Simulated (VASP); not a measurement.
## MgO: single point with PBEsol

Crystal: MgO.

```xyz
4
Lattice="3.2787 0.0000 0.0000 -1.6393 2.8394 0.0000 0.0000 0.0000 3.9601" Properties=species:S:1:pos:R:3 pbc="T T T"
Mg    1.6393    0.9465    2.9701
Mg    0.0000    1.8929    0.9900
O     1.6393    0.9465    0.9900
O     0.0000    1.8929    2.9701
```

| Quantity | Value |
| --- | --- |
| Program | VASP 6.6.1 |
| Task | single point |
| Functional | PBEsol |
| Potentials or basis | VASP PAW PBE potentials, release 64 (Mg, O) |
| Cutoff | 520 eV |
| k mesh | 12 × 12 × 6 |
| Occupations | gaussian, width 0.01 eV |
| Spin | no spin polarisation |
| Dipole correction | no |
| Further INCAR settings | ALGO = Normal; EDIFF = 1e-06; NBANDS = 16 |

The pressure is 35.2 GPa and the band gap on the k mesh is 4.23 eV.

Stress tensor (GPa, compression positive):
```
35.30  0.00  0.00
 0.00 35.30  0.00
 0.00  0.00 35.07
```

Levels at points of the mesh, in eV from the valence-band top:
| k point | band 6 | band 7 | band 8 | band 9 | band 10 | band 11 |
| --- | --- | --- | --- | --- | --- | --- |
| (0.00, 0.00, 0.00) | -1.10 | -1.10 | 0.00 | 4.23 | 10.83 | 13.47 |
| (0.50, 0.00, 0.00) | -2.32 | -1.63 | -0.67 | 7.36 | 10.09 | 10.88 |
| (0.00, 0.00, 0.50) | -1.64 | -1.64 | -1.64 | 7.31 | 7.31 | 14.03 |
| (0.50, 0.00, 0.50) | -1.89 | -1.11 | -1.11 | 7.78 | 7.78 | 13.97 |

It took 36 s on 1 thread of Intel(R) Xeon(R) Platinum 8375C CPU @ 2.90GHz (Ice Lake) (shared host), peak memory 0.17 GiB.

Caveat: the cell stands under pressure; the PAW data sets were made with another functional, which shifts forces and pressure a little. A k mesh can miss the band edges.
